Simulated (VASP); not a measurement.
A run of VASP 6.6.1 is set up as follows.

Contents of INCAR:

```
SYSTEM = BP
PREC = Accurate ; ENCUT = 520
EDIFF = 1E-6 ; ISMEAR = 0
SIGMA = 0.05 ; LREAL = .FALSE.
LASPH = .TRUE. ; NELM = 60
ALGO = Normal ; ISIF = 2
LWAVE = .FALSE. ; LCHARG = .TRUE.
LELF = .TRUE. ; LVHAR = .TRUE.
NBANDS = 11
```

The input KPOINTS:

```
regular mesh
0
G
  10 10 10
  0 0 0
```

File POSCAR:

```
BP
1.0
    0.0000000000      2.4505200000      2.0874800000
    2.4505200000      0.0000000000      2.0874800000
    2.4505200000      2.4505200000      0.0000000000
B P
1 1
Direct
    0.0000000000      0.0000000000      0.0000000000
    0.7500000000      0.7500000000      0.7500000000
```

Potentials or basis: VASP PAW LDA potentials, release 64 (B, P).

Command:

```bash
$ cat potpaw_LDA.64/B/POTCAR potpaw_LDA.64/P/POTCAR > POTCAR
$ mpirun -np 1 vasp_std > vasp.out
```

Question: Estimate the pressure.

Answer: -15.2 GPa.

Question: Predict the band gap on the k mesh.

Answer: Zero (band 4 reaches 7.47 eV, above the bottom of band 5 at 6.57 eV).

Stress tensor (GPa, compression positive):
```
-25.41   0.00   0.00
  0.00 -25.41   0.00
  0.00   0.00   5.16
```

Caveat: the cell differs from its parent crystal (strain +0.080 along x and y, -0.080 along z).
